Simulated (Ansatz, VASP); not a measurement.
# CdH2O2: VASP beside Ansatz

INCAR

```
SYSTEM = CdH2O2
PREC     = Accurate       ! precision mode
ENCUT    = 600            ! plane-wave cutoff, eV
EDIFF    = 1E-6           ! SCF threshold, eV
ISMEAR   = 0              ! smearing method
SIGMA    = 0.01           ! smearing width, eV
LREAL    = .False.        ! projectors in reciprocal space
LASPH    = .True.         ! aspherical terms in the spheres
NELM     = 120            ! most SCF steps
ALGO     = Normal         ! electronic algorithm
ISIF     = 2              ! what is computed and relaxed
LWAVE    = .False.        ! write WAVECAR
LCHARG   = .False.        ! write CHGCAR
GGA      = PS             ! functional
IVDW     = 12             ! dispersion correction
NBANDS   = 25             ! bands
GGA_COMPAT= .False.
```

Contents of KPOINTS:

```
regular mesh
0
Gamma
  6 6 4
  0 0 0
```

POSCAR

```
CdH2O2
1.0
    3.9876506174      0.0000000000      0.0000000000
   -1.9938253087      3.4534063228      0.0000000000
    0.0000000000      0.0000000000      4.6123813913
Cd H O
1 2 2
Direct
    0.3333333333      0.6666666667      0.9873000000
    0.0000000000      0.0000000000      0.0080770000
    0.6666666667      0.3333333333      0.4318850000
    0.0000000000      0.0000000000      0.7861940000
    0.6666666667      0.3333333333      0.2118940000
```

Input for Ansatz:

```yaml
crystal:
  lattice:
    - [3.9876506174316217, 0.0, 0.0]
    - [-1.9938253087158109, 3.453406322779186, 0.0]
    - [0.0, 0.0, 4.612381391300556]
  atoms:
    - { symbol: Cd, position: [0.3333333333333333, 0.6666666666666666, 0.9873] }
    - { symbol: H, position: [0.0, 0.0, 0.008077] }
    - { symbol: H, position: [0.6666666666666666, 0.3333333333333333, 0.431885] }
    - { symbol: O, position: [0.0, 0.0, 0.786194] }
    - { symbol: O, position: [0.6666666666666666, 0.3333333333333333, 0.211894] }
basis:
  ecutwfc: 550.0
kpoints:
  mp_grid:
    grid: [6, 6, 4]
hamiltonian:
  xc: pbesol
  dispersion: d3bj
scf:
  occupations:
    method: fixed
output:
  stress: true
```

Alike in both runs: task single point; functional PBEsol; dispersion D3(BJ); k mesh 6 × 6 × 4; no spin polarisation.

```csv
,VASP,Ansatz
version,VASP 6.6.1,Ansatz 0.2.0
potentials or method,"VASP PAW PBE potentials, release 64 (Cd_sv_GW, H, O), cutoff 600 eV","plane waves, PAW"
occupations,"gaussian, width 0.01 eV",fixed
valence electrons in the cell,34,34
```

```csv
,VASP,Ansatz,Ansatz less VASP
pressure (GPa),-12.3,-12.0,+0.24
"traceless stress, the component that is largest in VASP (GPa)",-0.38,-0.75,-0.366
```

VASP's potentials were made for PBE, not for PBEsol.
